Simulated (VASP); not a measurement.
# Se (P3_121) in VASP: notebook

Runs on Se. Level: PBE+D3(BJ). Tasks: relaxation of cell and atoms, single point.

Program: VASP 6.6.1. These are calculated values, not measurements. Logs are shortened: lines on timing, memory, paths and dates and some standing lists are left out, and cuts for length are marked.

## Step 1: The cell of the first run

The structure is trigonal, space group P3_121 (No. 152). Conventional cell: a = 4.068 Å, b = 4.068 Å, c = 5.128 Å, α = 90.00°, β = 90.00°, γ = 120.00°. Se (site symmetry 2) has 6 Se at 2.44 to 3.20 Å within 3.2 Å.

## Step 2: Relaxation of cell and atoms, PBE+D3(BJ)

Input file INCAR:

```
ALGO = Normal
EDIFF = 1E-6
EDIFFG = -0.005
ENCUT = 600
GGA = PE
IBRION = 2
ISIF = 3
ISMEAR = 0
IVDW = 12
LASPH = T
LCHARG = F
LREAL = F
LWAVE = F
NELM = 100
NSW = 100
PREC = Accurate
SIGMA = 0.02
```

Input file KPOINTS:

```
k-points
0
Gamma
  12 12 8
```

Input file POSCAR:

```
Se
1.0
    4.0681465710      0.0000000000      0.0000000000
   -2.0340732855      3.5231182768      0.0000000000
    0.0000000000      0.0000000000      5.1277306249
Se
3
Direct
    0.2473450699      0.0000000000      0.3333333333
    0.0000000000      0.2473450699      0.6666666667
    0.7526549301      0.7526549301      0.0000000000
```

Potentials or basis: VASP PAW PBE potentials, release 64 (Se).

On the command line:

```console
cat potpaw_PBE.64/Se/POTCAR > POTCAR
mpirun -np 1 vasp_std > vasp.out
```

OUTCAR:

```text
EDIFF = 1E-6
   EDIFFG = -0.005
   ENCUT = 600
   GGA = PE
   IBRION = 2
   ISIF = 3
   ISMEAR = 0
   IVDW = 12
   LASPH = T
   LREAL = F
   NELM = 100
   NSW = 100
   PREC = Accurate
 IVDW          = 12

 ion  position               nearest neighbor table
   1  0.247  0.000  0.333-   3 2.44   2 2.44
   2  0.000  0.247  0.667-   3 2.44   1 2.44
   3  0.753  0.753  0.000-   2 2.44   1 2.44

  LATTYP: Found a hexagonal cell.
 ALAT       =     4.0681465710
 C/A-ratio  =     1.2604586721

  Lattice vectors:

 A1 = (   4.0681465710,   0.0000000000,   0.0000000000)
 A2 = (  -2.0340732855,   3.5231182768,   0.0000000000)
 A3 = (   0.0000000000,   0.0000000000,   5.1277306249)

Analysis of symmetry for initial positions (statically):
=====================================================================
 Subroutine PRICEL returns:
 Original cell was already a primitive cell.

 Routine SETGRP: Setting up the symmetry group for a
 hexagonal supercell.

 Subroutine GETGRP returns: Found  6 space group operations
 (whereof  2 operations were pure point group operations)
 out of a pool of 24 trial point group operations.

The static configuration has the point symmetry C_2 .
 The point group associated with its full space group is D_3 .

Analysis of symmetry for dynamics (positions and initial velocities):
=====================================================================
 Subroutine PRICEL returns:
 Original cell was already a primitive cell.

 Routine SETGRP: Setting up the symmetry group for a
 hexagonal supercell.

 Subroutine GETGRP returns: Found  6 space group operations
 (whereof  2 operations were pure point group operations)
 out of a pool of 24 trial point group operations.

The dynamic configuration has the point symmetry C_2 .
 The point group associated with its full space group is D_3 .

 Subroutine INISYM returns: Found  6 space group operations
 (whereof  2 operations are pure point group operations),
 and found     1 'primitive' translations

----------------------------------------------------------------------------------------

                                     Primitive cell

  volume of cell :      73.4935

  direct lattice vectors                    reciprocal lattice vectors
     4.068146571  0.000000000  0.000000000     0.245812186  0.141919732  0.000000000
    -2.034073285  3.523118277  0.000000000     0.000000000  0.283839463  0.000000000
     0.000000000  0.000000000  5.127730625     0.000000000  0.000000000  0.195018045

  length of vectors
     4.068146571  4.068146571  5.127730625     0.283839463  0.283839463  0.195018045

  position of ions in fractional coordinates (direct lattice)
     0.247345070  0.000000000  0.333333333
     0.000000000  0.247345070  0.666666667
     0.752654930  0.752654930  0.000000000

[... 76 lines left out ...]
   NELM   =    100;   NELMIN=  2; NELMDL= -5     # of ELM steps
   EDIFF  = 0.1E-05   stopping-criterion for ELM
   LREAL  =      F    real-space projection
   EDIFFG = -.5E-02   stopping-criterion for IOM
   NSW    =    100    number of steps for IOM
   IBRION =      2    ionic relax: 0-MD 1-quasi-New 2-CG
   NFREE  =      1    steps in history (QN), initial steepest desc. (CG)
   ISIF   =      3    stress and relaxation
   ISYM   =      2    0-nonsym 1-usesym 2-fastsym
   POTIM  = 0.5000    time-step for ionic-motion
   TEBEG  =    0.0;   TEEND  =   0.0 temperature during run
   PSTRESS=    0.0 pullay stress
   NELECT =      18.0000    total number of electrons
   NUPDOWN=      -1.0000    fix difference up-down
   EMIN   =  10.00;   EMAX   =-10.00  energy-range for DOS
   EFERMI =   0.00;   METHOD = LEGACY
   ISMEAR =     0;   SIGMA  =   0.02  broadening in eV -4-tet -1-fermi 0-gaus
   EFERMI_NEDOS =   21; number of points for ismear=-14 and -15
   IALGO  =     38    algorithm
   IMIX   =      4    mixing-type and parameters
     AMIX     =   0.40;   BMIX     =  1.00
     AMIX_MAG =   1.60;   BMIX_MAG =  1.00
  volume/ion in A,a.u.               =      24.50       165.32
  Fermi-wavevector in a.u.,A,eV,Ry     =   1.024274  1.935597 14.274368  1.049136
  Thomas-Fermi vector in A             =   2.158052
   LORBIT       =      0    0 simple, 1 ext, 2 COOP (PROOUT), +10 PAW based schemes
   GGA     = PE    functional components
   LHFCALC =     F    Hartree Fock is set to
   AEXX    =    0.0000 exact exchange contribution
   IVDW    =    12    specifies the selected vdW correction
   LEPSILON=     F    determine dielectric tensor
   LRPA    =     F    only Hartree local field effects (RPA)
 conjugate gradient relaxation of ions
 non-spin polarized calculation
 Gauss-broadening in eV      SIGMA  =   0.02
  energy-cutoff  :      600.00
  volume of cell :       73.49
 maximum number of plane-waves:      2472
 NGX is ok and might be reduce to    36
   NGX = 17   NGY = 17   NGZ = 21

--------------------------------------- Ionic step        1  -------------------------------------------

 number of electron      18.0000000 magnetization

 Free energy of the ion-electron system (eV)
  ---------------------------------------------------
  ext. energy  EPLUGINS =         0.00000000
  ---------------------------------------------------
  free energy    TOTEN  =       -10.42384972 eV

  energy without entropy =      -10.42384972  energy(sigma->0) =      -10.42384972

------------------------ aborting loop because EDIFF is reached ----------------------------------------

 Edisp (eV)   -1.06851

 E8    (eV) :    -0.4415
[... 73 lines left out ...]
--------------------------------------- Ionic step        3  -------------------------------------------

 number of electron      18.0000000 magnetization

 Free energy of the ion-electron system (eV)
  ---------------------------------------------------
  ext. energy  EPLUGINS =         0.00000000
  ---------------------------------------------------
  free energy    TOTEN  =       -10.42512978 eV

  energy without entropy =      -10.42512978  energy(sigma->0) =      -10.42512978

 E-fermi :   3.7852     XC(G=0):  -9.4275

 val. band max:        3.6783856617   @ k =   0.4167   0.1667   0.5000
 cond. band min:       4.1849949264   @ k =   0.3333   0.3333   0.5000
 fundamental gap:      0.5066092648
 Fermi energy:         3.7852497253

 k-point     1 :       0.0000    0.0000    0.0000
  band No.  band energies     occupation
      1     -12.2740      2.00000
      2      -8.2403      2.00000
      3      -8.2403      2.00000
      4       0.0379      2.00000
      5       0.2328      2.00000
      6       0.2328      2.00000
      7       1.8065      2.00000
      8       1.8065      2.00000
      9       3.1417      2.00000
     10       5.1356      0.00000
     11       5.1356      0.00000
     12       5.7267      0.00000
     13      10.0833      0.00000
[... 354 lines left out ...]
  band No.  band energies     occupation
      1     -12.0261      2.00000
      2      -9.0536      2.00000
      3      -7.4907      2.00000
      4      -0.9106      2.00000
      5      -0.6332      2.00000
      6       0.2550      2.00000
      7       2.0778      2.00000
      8       2.5840      2.00000
      9       3.0713      2.00000
     10       4.8106      0.00000
     11       4.9928      0.00000
     12       5.6877      0.00000
     13       9.3005      0.00000

 [... further k-points ...]

------------------------ aborting loop because EDIFF is reached ----------------------------------------

 Edisp (eV)   -1.06727

 E8    (eV) :    -0.4410
[... 26 lines left out ...]
  FREE ENERGIE OF THE ION-ELECTRON SYSTEM (eV)
  ---------------------------------------------------
  free  energy   TOTEN  =       -11.4924002825 eV

  energy  without entropy=      -11.4924002825  energy(sigma->0) =      -11.49240028

 reached required accuracy - stopping structural energy minimisation
```

OSZICAR:

```text
N       E                     dE             d eps       ncg     rms          rms(c)
DAV:   1     0.938437239612E+02    0.93844E+02   -0.81784E+03  3406   0.131E+03
[... 16 lines left out ...]
DAV:   4    -0.104261495052E+02    0.46231E-07   -0.13635E-06  3023   0.919E-03
   2 F= -.11492375E+02 E0= -.11492375E+02  d E =-.146546E-04
       N       E                     dE             d eps       ncg     rms          rms(c)
DAV:   1    -0.104251563625E+02    0.99319E-03   -0.15558E-03  3441   0.252E-01    0.348E-02
DAV:   2    -0.104251375949E+02    0.18768E-04   -0.61178E-05  3611   0.545E-02    0.185E-02
DAV:   3    -0.104251296616E+02    0.79332E-05   -0.25931E-05  3606   0.292E-02    0.365E-03
DAV:   4    -0.104251297760E+02   -0.11438E-06   -0.27767E-07  1798   0.421E-03
   3 F= -.11492400E+02 E0= -.11492400E+02  d E =-.403751E-04
```

CONTCAR:

```text
Se
   1.00000000000000
     4.0691462979440738    0.0000000000000000   -0.0000000000000000
    -2.0345731489720369    3.5239840657304127    0.0000000000000000
     0.0000000000000000   -0.0000000000000000    5.1308590510999164
  Se
     3
Direct
     0.2474618938344277    0.0000000000000000    0.3333333332999970
     0.0000000000000000    0.2474618938344277    0.6666666667000030
     0.7525381061655724    0.7525381061655724    0.0000000000000000

  0.00000000E+00  0.00000000E+00  0.00000000E+00
  0.00000000E+00  0.00000000E+00  0.00000000E+00
  0.00000000E+00  0.00000000E+00  0.00000000E+00
```

Run time: 1.8 min. Hardware: 1 thread of Intel Xeon Platinum 8488C (Sapphire Rapids), shared host; peak memory 0.32 GiB.

Results:

| Item | Value |
| --- | --- |
| Free energy | -11.4924 eV |
| Relaxed volume | 24.52 Å³/atom |
| Relaxed cell | a = 4.069 Å, b = 4.069 Å, c = 5.131 Å, α = 90.00°, β = 90.00°, γ = 120.00° |
| Space group after relaxing (to 0.1 Å) | P3_121 (No. 152) |
| Energy gained by relaxing | 0.0 meV/atom |
| Ionic steps | 3 |
| Pressure after relaxing | 0.0 GPa |
| Largest force after relaxing | 0.004 eV/Å |
| Band gap on the k mesh | 0.51 eV (least direct gap 0.53 eV) |
| Dispersion energy per atom | -0.356 eV |

Forces in eV/Å, atoms in the order of the input:
```
Se   0.004  0.000  0.000
Se  -0.002  0.004  0.000
Se  -0.002 -0.004  0.000
```

Final structure:
```
Se
1.0
     4.06915    0.00000    0.00000
    -2.03457    3.52398    0.00000
     0.00000    0.00000    5.13086
Se
3
Direct
  0.24746 0.00000 0.33333
  0.00000 0.24746 0.66667
  0.75254 0.75254 0.00000
```

[end of part 1 of 3]
